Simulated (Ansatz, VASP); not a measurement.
**ReW4: VASP beside Ansatz**

```xyz
5
Lattice="4.5020 0.0000 0.0000 -2.2510 3.8989 0.0000 0.0000 0.0000 19.6759" Properties=species:S:1:pos:R:3 pbc="T T T"
Re    3.3765    0.6498    8.2602
W    -1.1255    3.2491    8.9749
W     1.1255    1.9494    9.8379
W     3.3765    0.6498   10.7010
W    -1.1255    3.2491   11.4157
```

Alike in both runs: task single point; functional PBE; k mesh 9 × 9 × 1; occupations fermi-dirac, width 0.08 eV; no spin polarisation.

|  | VASP | Ansatz |
| --- | --- | --- |
| version | VASP 6.6.1 | Ansatz 0.2.0 |
| potentials or method | VASP PAW PBE potentials, release 64 (Re, W_sv), cutoff 520 eV | all-electron LAPW, scalar-relativistic |

|  | VASP | Ansatz | Ansatz less VASP |
| --- | --- | --- | --- |
| rms of the force components (eV/Å) | 0.401 | 0.396 | -0.0050 |

Atom by atom the forces differ by 0.030 eV/Å (rms over components). Ansatz ran all-electron here, and VASP with PAW potentials.

Spin-orbit coupling is off throughout.
